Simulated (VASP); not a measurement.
Input of a VASP 6.6.1 run:

The input INCAR:

```
SYSTEM = CdTeSe4
PREC = Accurate
ENCUT = 600
EDIFF = 1E-6
ISMEAR = 0
SIGMA = 0.1
LREAL = .FALSE.
LASPH = .TRUE.
NELM = 100
ALGO = Normal
ISIF = 3
LWAVE = .FALSE.
LCHARG = .FALSE.
GGA = PE
IBRION = 2
NSW = 100
EDIFFG = -0.01
```

KPOINTS

```
regular mesh
0
G
  10 10 4
  0 0 0
```

File POSCAR:

```
CdTeSe4
1.0
    3.8266329810      0.0000000000      0.0000000000
    0.0000000000      3.8266329810      0.0000000000
    0.0000000000      0.0000000000     10.8903405378
Cd Te Se
1 1 4
Direct
    0.0000000000      0.0000000000      0.5000000000
    0.0000000000      0.0000000000      0.0000000000
    0.5000000000      0.5000000000      0.3671251721
    0.5000000000      0.5000000000      0.8599995544
    0.5000000000      0.5000000000      0.1400004456
    0.5000000000      0.5000000000      0.6328748279
```

Potentials or basis: VASP PAW PBE potentials, release 64 (Cd, Te, Se).

The run is started by

```console
$ cat potpaw_PBE.64/Cd/POTCAR potpaw_PBE.64/Te/POTCAR potpaw_PBE.64/Se/POTCAR > POTCAR
$ mpirun -np 1 vasp_std > vasp.out
```

(1) What does it give for the relaxed volume?

(2) Predict the band gap on the k mesh.

(3) Predict the space group after relaxing (to 0.05 Å).

(4) Estimate the relaxed cell.

Results:

(1) 26.80 Å³/atom.

(2) zero (band 21 reaches 3.94 eV, above the bottom of band 22 at 2.75 eV).

(3) P4/mmm (No. 123).

(4) a = 3.831 Å, b = 3.831 Å, c = 10.956 Å, α = 90.00°, β = 90.00°, γ = 90.00°.

Caveat: spin-orbit coupling is left out, which moves the levels of the heavy elements.
